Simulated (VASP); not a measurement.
RbNa3Te2: single point with PBE

The system is RbNa3Te2.

```
Rb Na Te
1.0
     5.12227    0.00000    0.00000
    -2.56114    4.43602    0.00000
     0.00000    0.00000    8.30224
Rb Na Te
1 3 2
Direct
  0.00000 0.00000 0.00000
  0.00000 0.00000 0.50000
  0.33333 0.66667 0.00000
  0.33333 0.66667 0.50000
  0.66667 0.33333 0.26033
  0.66667 0.33333 0.73967
```

| Property | Result |
| --- | --- |
| Program | VASP 6.6.1 |
| Task | single point |
| Functional | PBE |
| Potentials or basis | VASP PAW PBE potentials, release 64 (Rb_sv, Na_pv, Te) |
| Cutoff | 520 eV |
| k mesh | 6 × 6 × 2 |
| Occupations | gaussian, width 0.1 eV |
| Spin | no spin polarisation |

* Pressure: 0.1 GPa
* Largest force: 0.008 eV/Å
* Band gap on the k mesh: 0.30 eV, indirect (least direct gap 0.35 eV)

Forces on the atoms (eV/Å):
```
Rb   0.000  0.000  0.000
Na   0.000  0.000  0.000
Na   0.000  0.000  0.000
Na   0.000  0.000  0.000
Te   0.000  0.000  0.008
Te   0.000  0.000 -0.008
```

Stress tensor (GPa, compression positive):
```
0.15 0.00 0.00
0.00 0.15 0.00
0.00 0.00 0.03
```

Levels at points of the mesh, in eV from the valence-band top:
```csv
k point,band 18,band 19,band 20,band 21,band 22,band 23,band 24,band 25
"(0.00, 0.00, 0.00)",-1.35,-0.81,-0.81,-0.05,0.30,2.62,3.14,3.34
"(0.50, 0.00, 0.00)",-2.08,-1.57,-1.23,0.00,1.07,1.81,3.15,3.69
"(0.00, 0.00, 0.50)",-1.16,-1.16,-1.05,-1.05,1.34,1.51,3.63,3.63
"(0.50, 0.00, 0.50)",-1.81,-1.60,-1.28,-1.20,1.83,1.85,2.71,3.50
```

It took 49 s on 1 thread of Intel(R) Xeon(R) 6975P-C (Granite Rapids), with other jobs on the host, peak memory 0.32 GiB.

Caveat: spin-orbit coupling is left out, which moves the levels of the heavy elements. A k mesh can miss the band edges.
